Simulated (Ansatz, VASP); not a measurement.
# V in VASP and in Ansatz

```
V
1.0
     0.00000    1.92465    1.92465
     1.92465    0.00000    1.92465
     1.92465    1.92465    0.00000
V
1
Cartesian
  0.0000 0.0000 0.0000
```

Alike in both runs: functional RPBE; k mesh 14 × 14 × 14; occupations fermi-dirac, width 0.1 eV; no spin polarisation.

Ansatz relaxed the structure, and its values are those at the end. VASP's run is a single point on that final structure, the one shown.

```csv
,VASP,Ansatz
version,VASP 6.6.1,Ansatz 0.2.0
potentials or method,"VASP PAW PBE potentials, release 64 (V_sv), cutoff 500 eV","plane waves (420 eV) with PAW, scalar-relativistic"
valence electrons in the cell,13,13
```

Ansatz gave:

* pressure (GPa): 0.0

**Question.** Which values does VASP return?

**Answer.** Pressure (GPa): 0.1.

VASP's potentials were made for PBE, not for RPBE. The functional is the same, so the differences come from potentials, cutoffs and numerics.
